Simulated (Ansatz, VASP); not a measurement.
MoSe: VASP beside Ansatz

File INCAR:

```
SYSTEM = MoSe
  ALGO = Normal
  EDIFF = 1E-6
  ENCUT = 500
  GGA = PE
  GGA_COMPAT = .FALSE.
  ISIF = 2
  ISMEAR = 0
  ISPIN = 2
  LASPH = .TRUE.
  LCHARG = .FALSE.
  LDAU = .TRUE.
  LDAUJ = 0 0
  LDAUL = 2 -1
  LDAUPRINT = 1
  LDAUTYPE = 2
  LDAUU = 4.38 0
  LMAXMIX = 4
  LORBIT = 11
  LREAL = .FALSE.
  LWAVE = .FALSE.
  MAGMOM = 2 -2 0 0
  NBANDS = 32
  NELM = 200
  PREC = Accurate
  SIGMA = 0.1
```

The input KPOINTS:

```
k-points
0
G
  12 12 6
  0 0 0
```

The input POSCAR:

```
MoSe
1.0
    0.0000000000      2.6586320872      2.6586320872
    5.3172641743      2.6586320872      2.6586320872
    5.3172641743      5.3172641743      0.0000000000
Mo Se
2 2
Direct
    0.0000000000      0.0000000000      1.0000000000
    0.0000000000      0.0000000000      0.5000000000
    0.5000000000      0.5000000000      0.0000000000
    0.5000000000      0.5000000000      0.5000000000
```

Input for Ansatz:

```yaml
crystal:
  lattice:
    - [0.0, 2.6586320872, 2.6586320872]
    - [5.3172641743, 2.6586320872, 2.6586320872]
    - [5.3172641743, 5.3172641743, 0.0]
  atoms:
    - { symbol: Mo, position: [0.0, 0.0, 1.0], spin: 2.0 }
    - { symbol: Se, position: [0.5, 0.5, 0.0] }
    - { symbol: Mo, position: [0.0, 0.0, 0.5], spin: -2.0 }
    - { symbol: Se, position: [0.5, 0.5, 0.5] }
basis:
  ecutwfc: 420
kpoints:
  mp_grid: { grid: [12, 12, 6] }
hamiltonian:
  xc: pbe
  hubbard: { sites: [{ species: Mo, l: d, u_eff: 4.38 }] }
scf:
  occupations: { method: gaussian, width: 0.1 }
output:
  forces: true
  stress: true
  eigenvalues: true
  populations: true
  write_density: true
  write_potential: true
  elf: true
  volumetric_format: npy
magnetization:
  spin_polarized: true
```

Alike in both runs: task single point; functional PBE; k mesh 12 × 12 × 6; occupations gaussian, width 0.1 eV; collinear spin; Hubbard terms Mo d U = 4.38 eV.

```csv
,VASP,Ansatz
version,VASP 6.6.1,Ansatz 0.2.0
potentials or method,"VASP PAW PBE potentials, release 64 (Mo_sv, Se), cutoff 500 eV","scalar-relativistic, plane waves, PAW"
valence electrons in the cell,40,60
```

VASP gave:

| Property | Result |
| --- | --- |
| gap on the k mesh at the Fermi level (eV) | none |
| pressure (GPa) | 18.0 |
| net moment per atom (μB) | 0.00 |
| size of the moment on the site where the two differ most (μB) | 3.29 |

What did Ansatz give for the same quantities?

gap on the k mesh at the Fermi level (eV): none; pressure (GPa): 21.3; net moment per atom (μB): 0.00; size of the moment on the site where the two differ most (μB): 2.93.

Site moments also hang on the region over which each program counts them. The programs project onto different local orbitals, so the same U acts differently, and such runs can settle in different states. A gap of «none» marks a metal or a gap that the smearing closes. VASP's potentials hold 40 valence electrons a cell and Ansatz's 60, so a difference there can come from the potentials and not from the codes. Ansatz's warnings: filled band counts differ across k points.
